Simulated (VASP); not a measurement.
# KYSe2 (P4/mmm) in VASP: a series of runs

Runs on KYSe2. Level: PBE. Tasks: single point.

Everything below comes from runs of VASP 6.6.1. Logs are shortened: lines on timing, memory, paths and dates and some standing lists are left out, and cuts for length are marked.

**1. The cell of the first run**

Symmetry: P4/mmm, No. 123, tetragonal system. Conventional cell: a = 4.250 Å, b = 4.250 Å, c = 5.768 Å, α = 90.00°, β = 90.00°, γ = 90.00°. K (site symmetry 4/mmm) has 6 Se at 2.88 to 3.01 Å within 3.8 Å. Se (site symmetry 4/mmm) has 2 K at 2.88 Å and 4 Y at 3.01 Å within 3.8 Å. Se (site symmetry 4/mmm) has 2 Y at 2.88 Å and 4 K at 3.01 Å within 3.8 Å. Within 3.8 Å of Y (site symmetry 4/mmm) lie 6 Se at 2.88 to 3.01 Å.

**2. Single point, PBE (26.05 Å³/atom)**

The input, INCAR:

```
SYSTEM = KYSe2
PREC     = Accurate       ! precision mode
ENCUT    = 520            ! plane-wave cutoff, eV
EDIFF    = 1E-6           ! SCF threshold, eV
ISMEAR   = 0              ! smearing method
SIGMA    = 0.01           ! smearing width, eV
LREAL    = .FALSE.        ! projectors in reciprocal space
LASPH    = .TRUE.         ! aspherical terms in the spheres
NELM     = 60             ! most SCF steps
ALGO     = Normal         ! electronic algorithm
ISIF     = 2              ! what is computed and relaxed
LWAVE    = .FALSE.        ! write WAVECAR
LCHARG   = .FALSE.        ! write CHGCAR
GGA      = PE             ! functional
NBANDS   = 24             ! bands
```

The input, KPOINTS:

```
regular mesh
0
G
  6 6 4
  0 0 0
```

The input, POSCAR:

```
KYSe2
1.0
    4.2502719450      0.0000000000      0.0000000000
    0.0000000000      4.2502719450      0.0000000000
    0.0000000000      0.0000000000      5.7677165566
K Se Y
1 2 1
Direct
    0.0000000000      0.0000000000      0.0000000000
    0.0000000000      0.0000000000      0.5000000000
    0.5000000000      0.5000000000      0.0000000000
    0.5000000000      0.5000000000      0.5000000000
```

Potentials or basis: VASP PAW PBE potentials, release 64 (K_sv, Se, Y_sv).

On the command line:

```
cat potpaw_PBE.64/K_sv/POTCAR potpaw_PBE.64/Se/POTCAR potpaw_PBE.64/Y_sv/POTCAR > POTCAR
mpirun -np 1 vasp_std > vasp.out
```

OUTCAR:

```text
SYSTEM = KYSe2
   PREC = Accurate
   ENCUT = 520
   EDIFF = 1E-6
   ISMEAR = 0
   LREAL = .FALSE.
   LASPH = .TRUE.
   NELM = 60
   ISIF = 2
   GGA = PE

 ion  position               nearest neighbor table
   1  0.000  0.000  0.000-   2 2.88   2 2.88   3 3.01   3 3.01   3 3.01   3 3.01
   2  0.000  0.000  0.500-   1 2.88   1 2.88   4 3.01   4 3.01   4 3.01   4 3.01
   3  0.500  0.500  0.000-   4 2.88   4 2.88   1 3.01   1 3.01   1 3.01   1 3.01
   4  0.500  0.500  0.500-   3 2.88   3 2.88   2 3.01   2 3.01   2 3.01   2 3.01

  LATTYP: Found a simple tetragonal cell.
 ALAT       =     4.2502719450
 C/A-ratio  =     1.3570229461

  Lattice vectors:

 A1 = (   4.2502719450,   0.0000000000,   0.0000000000)
 A2 = (   0.0000000000,   4.2502719450,   0.0000000000)
 A3 = (   0.0000000000,   0.0000000000,   5.7677165566)

Analysis of symmetry for initial positions (statically):
=====================================================================
 Subroutine PRICEL returns:
 Original cell was already a primitive cell.

 Routine SETGRP: Setting up the symmetry group for a
 simple tetragonal supercell.

 Subroutine GETGRP returns: Found 16 space group operations
 (whereof 16 operations were pure point group operations)
 out of a pool of 16 trial point group operations.

The static configuration has the point symmetry D_4h.

Analysis of symmetry for dynamics (positions and initial velocities):
=====================================================================
 Subroutine PRICEL returns:
 Original cell was already a primitive cell.

 Routine SETGRP: Setting up the symmetry group for a
 simple tetragonal supercell.

 Subroutine GETGRP returns: Found 16 space group operations
 (whereof 16 operations were pure point group operations)
 out of a pool of 16 trial point group operations.

The dynamic configuration has the point symmetry D_4h.

 Subroutine INISYM returns: Found 16 space group operations
 (whereof 16 operations are pure point group operations),
 and found     1 'primitive' translations

----------------------------------------------------------------------------------------

                                     Primitive cell

  volume of cell :     104.1927

  direct lattice vectors                    reciprocal lattice vectors
     4.250271945  0.000000000  0.000000000     0.235279063  0.000000000  0.000000000
     0.000000000  4.250271945  0.000000000     0.000000000  0.235279063  0.000000000
     0.000000000  0.000000000  5.767716557     0.000000000  0.000000000  0.173378839

  length of vectors
     4.250271945  4.250271945  5.767716557     0.235279063  0.235279063  0.173378839

  position of ions in fractional coordinates (direct lattice)
     0.000000000  0.000000000  0.000000000
     0.000000000  0.000000000  0.500000000
     0.500000000  0.500000000  0.000000000
     0.500000000  0.500000000  0.500000000

  ion indices of the primitive-cell ions
   primitive index   ion index
                 1           1
                 2           2
                 3           3
                 4           4

----------------------------------------------------------------------------------------

 KPOINTS: regular mesh

Automatic generation of k-mesh.
 Grid dimensions read from file:
 generate k-points for:    6    6    4

 Generating k-lattice:

  Cartesian coordinates                     Fractional coordinates (reciprocal lattice)
     0.039213177  0.000000000  0.000000000     0.166666667  0.000000000  0.000000000
     0.000000000  0.039213177  0.000000000     0.000000000  0.166666667  0.000000000
     0.000000000  0.000000000  0.043344710     0.000000000  0.000000000  0.250000000

  Length of vectors
     0.039213177  0.039213177  0.043344710

  Shift w.r.t. Gamma in fractional coordinates (k-lattice)
     0.000000000  0.000000000  0.000000000

 Subroutine IBZKPT returns following result:
 ===========================================

 Found     30 irreducible k-points:

 Following reciprocal coordinates:
            Coordinates               Weight
  0.000000  0.000000  0.000000      1.000000
  0.166667  0.000000  0.000000      4.000000
  0.333333  0.000000  0.000000      4.000000
  0.500000  0.000000  0.000000      2.000000
  0.166667  0.166667  0.000000      4.000000
  0.333333  0.166667  0.000000      8.000000
[... 16 lines left out ...]
  0.333333  0.000000  0.500000      4.000000
  0.500000  0.000000  0.500000      2.000000
 [... further k-points ...]
   k-points           NKPTS =     30   k-points in BZ     NKDIM =     30   number of bands    NBANDS=     24
   number of dos      NEDOS =    301   number of ions     NIONS =      4
   total plane-waves  NPLWV =  49152
   dimension x,y,z NGX =    32 NGY =   32 NGZ =   48
   dimension x,y,z NGXF=    64 NGYF=   64 NGZF=   96
   ions per type =               1   2   1
   NGX,Y,Z   is equivalent  to a cutoff of  12.52, 12.52, 13.84 a.u.
   NGXF,Y,Z  is equivalent  to a cutoff of  25.03, 25.03, 27.67 a.u.
 SYSTEM =  KYSe2
   PREC   = accura    normal or accurate (medium, high low for compatibility)
   ISTART =      0    job   : 0-new  1-cont  2-samecut
   ICHARG =      2    charge: 1-file 2-atom 10-const
   ISPIN  =      1    spin polarized calculation?
   LNONCOLLINEAR =      F non collinear calculations
   LSORBIT =      F    spin-orbit coupling
   LASPH  =      T    aspherical Exc in radial PAW
   ENCUT  =  520.0 eV  38.22 Ry    6.18 a.u.   7.90  7.90 10.72*2*pi/ulx,y,z
   NELM   =     60;   NELMIN=  2; NELMDL= -5     # of ELM steps
   EDIFF  = 0.1E-05   stopping-criterion for ELM
   LREAL  =      F    real-space projection
[... 7 lines left out ...]
   TEBEG  =    0.0;   TEEND  =   0.0 temperature during run
   PSTRESS=    0.0 pullay stress
   NELECT =      32.0000    total number of electrons
   NUPDOWN=      -1.0000    fix difference up-down
   EMIN   =  10.00;   EMAX   =-10.00  energy-range for DOS
   EFERMI =   0.00;   METHOD = LEGACY
   ISMEAR =     0;   SIGMA  =   0.01  broadening in eV -4-tet -1-fermi 0-gaus
   EFERMI_NEDOS =   21; number of points for ismear=-14 and -15
   IALGO  =     38    algorithm
   IMIX   =      4    mixing-type and parameters
     AMIX     =   0.40;   BMIX     =  1.00
     AMIX_MAG =   1.60;   BMIX_MAG =  1.00
  volume/ion in A,a.u.               =      26.05       175.78
  Fermi-wavevector in a.u.,A,eV,Ry     =   1.104534  2.087266 16.599041  1.219995
  Thomas-Fermi vector in A             =   2.241008
   LORBIT       =      0    0 simple, 1 ext, 2 COOP (PROOUT), +10 PAW based schemes
   GGA     = PE    functional components
   LHFCALC =     F    Hartree Fock is set to
   AEXX    =    0.0000 exact exchange contribution
   IVDW    =     0    specifies the selected vdW correction
   LEPSILON=     F    determine dielectric tensor
   LRPA    =     F    only Hartree local field effects (RPA)
 non-spin polarized calculation
 Gauss-broadening in eV      SIGMA  =   0.01
  energy-cutoff  :      520.00
  volume of cell :      104.19
 maximum number of plane-waves:      2832
 NGX is ok and might be reduce to    32
   NGX = 15   NGY = 15   NGZ = 21

 number of electron      31.9999996 magnetization

 Free energy of the ion-electron system (eV)
  ---------------------------------------------------
  ext. energy  EPLUGINS =         0.00000000
  ---------------------------------------------------
  free energy    TOTEN  =       -20.21666951 eV

  energy without entropy =      -20.21666951  energy(sigma->0) =      -20.21666951

 E-fermi :   2.5908     XC(G=0):  -9.2975

 val. band max:        2.5406795402   @ k =   0.0000   0.0000   0.0000
 cond. band min:       2.6516872499   @ k =   0.0000   0.0000   0.0000
 fundamental gap:      0.1110077097
 Fermi energy:         2.5908469233

 k-point     1 :       0.0000    0.0000    0.0000
  band No.  band energies     occupation
      1     -40.7314      2.00000
      2     -25.7985      2.00000
      3     -20.7025      2.00000
      4     -20.7025      2.00000
      5     -20.5741      2.00000
      6     -10.1111      2.00000
[... 16 lines left out ...]
     23       7.6309      0.00000
     24       8.6770      0.00000

 k-point     2 :       0.1667    0.0000    0.0000
  band No.  band energies     occupation
      1     -40.7308      2.00000
      2     -25.7963      2.00000
      3     -20.7206      2.00000
      4     -20.7001      2.00000
      5     -20.5728      2.00000
      6     -10.0384      2.00000
[... 16 lines left out ...]
     23       8.1212      0.00000
     24       9.3201      0.00000

 k-point     3 :       0.3333    0.0000    0.0000
  band No.  band energies     occupation
      1     -40.7296      2.00000
      2     -25.7919      2.00000
      3     -20.7564      2.00000
      4     -20.6951      2.00000
      5     -20.5702      2.00000
      6     -10.0635      2.00000
[... 16 lines left out ...]
     23       8.5509      0.00000
     24       9.0029      0.00000

 k-point     4 :       0.5000    0.0000    0.0000
  band No.  band energies     occupation
      1     -40.7291      2.00000
      2     -25.7897      2.00000
      3     -20.7741      2.00000
      4     -20.6926      2.00000
      5     -20.5689      2.00000
      6     -10.1620      2.00000
[... 16 lines left out ...]
     23       8.2994      0.00000
     24       9.5031      0.00000

 k-point     5 :       0.1667    0.1667    0.0000
  band No.  band energies     occupation
      1     -40.7302      2.00000
      2     -25.7942      2.00000
      3     -20.7196      2.00000
      4     -20.7152      2.00000
      5     -20.5715      2.00000
      6      -9.9905      2.00000
[... 451 lines left out ...]
 k-point    22 :       0.1667    0.0000    0.5000
  band No.  band energies     occupation
      1     -40.7308      2.00000
      2     -25.7957      2.00000
      3     -20.7205      2.00000
      4     -20.6998      2.00000
      5     -20.5812      2.00000
      6     -10.6689      2.00000
[... 16 lines left out ...]
     23       8.8088      0.00000
     24       9.6057      0.00000

 k-point    23 :       0.3333    0.0000    0.5000
  band No.  band energies     occupation
      1     -40.7296      2.00000
      2     -25.7911      2.00000
      3     -20.7566      2.00000
      4     -20.6949      2.00000
      5     -20.5790      2.00000
      6     -10.5485      2.00000
[... 16 lines left out ...]
     23       8.8801      0.00000
     24       9.6631      0.00000

 k-point    24 :       0.5000    0.0000    0.5000
  band No.  band energies     occupation
      1     -40.7290      2.00000
      2     -25.7889      2.00000
      3     -20.7745      2.00000
      4     -20.6924      2.00000
      5     -20.5779      2.00000
      6     -10.4884      2.00000
[... 16 lines left out ...]
     23       9.0235      0.00000
     24       9.6916      0.00000

 [... further k-points ...]

------------------------ aborting loop because EDIFF is reached ----------------------------------------

  FORCE on cell =-STRESS in cart. coord.  units (eV):
  Direction    XX          YY          ZZ          XY          YZ          ZX
  --------------------------------------------------------------------------------------
  -------------------------------------------------------------------------------------
  Total        2.0627508      2.0627508      2.8161165      0.0000000     -0.0000000      0.0000000
  in kB       31.7190374     31.7190374     43.3035846      0.0000000     -0.0000000      0.0000000
  external PRESSURE =      35.5805532 kB  Pullay stress =       0.0000000 kB

 VOLUME and BASIS-vectors are now :
 -----------------------------------------------------------------------------
  energy-cutoff  :      520.00
  volume of cell :      104.19
      direct lattice vectors                 reciprocal lattice vectors
     4.250271945  0.000000000  0.000000000     0.235279063  0.000000000  0.000000000
     0.000000000  4.250271945  0.000000000     0.000000000  0.235279063  0.000000000
     0.000000000  0.000000000  5.767716557     0.000000000  0.000000000  0.173378839

 POSITION                                       TOTAL-FORCE (eV/Angst)
 -----------------------------------------------------------------------------------
      0.00000      0.00000      0.00000         0.000000      0.000000      0.000000
      0.00000      0.00000      2.88386         0.000000      0.000000      0.000000
      2.12514      2.12514      0.00000         0.000000      0.000000      0.000000
      2.12514      2.12514      2.88386         0.000000      0.000000      0.000000
 -----------------------------------------------------------------------------------
    total drift:                                0.000000     -0.000000     -0.000000

  FREE ENERGIE OF THE ION-ELECTRON SYSTEM (eV)
  ---------------------------------------------------
  free  energy   TOTEN  =       -20.2166695060 eV

  energy  without entropy=      -20.2166695060  energy(sigma->0) =      -20.21666951
```

Wall time 33 s (1 thread of Intel Xeon 6975P-C (Granite Rapids), shared host); peak memory 0.27 GiB.

Results:

```yaml
Free_energy: -20.2167 eV
Pressure: 3.6 GPa
Band_gap_on_the_k_mesh: 0.11 eV
```

Caveat: the cell stands under pressure; semilocal functionals underestimate gaps, and a narrow one can read as zero. A k mesh can miss the band edges.

**3. Single point, PBE (26.88 Å³/atom)**

This run uses another cell than the first one, of 26.88 Å³/atom.

The input, INCAR:

```
SYSTEM = KYSe2
ALGO = Normal
EDIFF = 1E-6
ENCUT = 520
GGA = PE
ISIF = 2
ISMEAR = 0
LASPH = .TRUE.
LCHARG = .FALSE.
LREAL = .FALSE.
LWAVE = .FALSE.
NBANDS = 24
NELM = 80
PREC = Accurate
SIGMA = 0.01
```

The input, KPOINTS:

```
k-points
0
G
  6 6 4
  0 0 0
```

The input, POSCAR:

```
KYSe2
1.0
    4.2950149377      0.0000000000      0.0000000000
    0.0000000000      4.2950149377      0.0000000000
    0.0000000000      0.0000000000      5.8284338244
K Se Y
1 2 1
Direct
    0.0000000000      0.0000000000      0.0000000000
    0.0000000000      0.0000000000      0.5000000000
    0.5000000000      0.5000000000      0.0000000000
    0.5000000000      0.5000000000      0.5000000000
```

Potentials or basis: VASP PAW PBE potentials, release 64 (K_sv, Se, Y_sv).

On the command line:

```
cat potpaw_PBE.64/K_sv/POTCAR potpaw_PBE.64/Se/POTCAR potpaw_PBE.64/Y_sv/POTCAR > POTCAR
mpirun -np 1 vasp_std > vasp.out
```

Run time: 32 s. Hardware: 1 thread of Intel Xeon 6975P-C (Granite Rapids), shared host; peak memory 0.27 GiB.

Results (log left out):

| Quantity | Value |
| --- | --- |
| Free energy | -20.2710 eV |
| Pressure | 1.7 GPa |
| Band gap on the k mesh | 0.17 eV |

Stress tensor (GPa, compression positive):
```
1.51 0.00 0.00
0.00 1.51 0.00
0.00 0.00 2.07
```

Levels at points of the mesh, in eV from the valence-band top:
```
           k point  band 14  band 15  band 16  band 17  band 18  band 19
(0.00, 0.00, 0.00)    -0.40     0.00     0.00     0.17     1.92     1.98
(0.50, 0.00, 0.00)    -1.71    -1.60    -0.63     2.43     2.74     2.83
(0.50, 0.50, 0.00)    -1.01    -0.66    -0.66     0.87     0.87     2.80
(0.00, 0.00, 0.50)    -1.83    -0.50    -0.50     0.25     1.94     2.13
(0.50, 0.00, 0.50)    -2.45    -0.97    -0.90     2.88     3.43     3.48
(0.50, 0.50, 0.50)    -1.84    -1.45    -1.45     2.71     2.71     2.90
```

Caveat: semilocal functionals underestimate gaps, and a narrow one can read as zero.

[end of part 1 of 2]
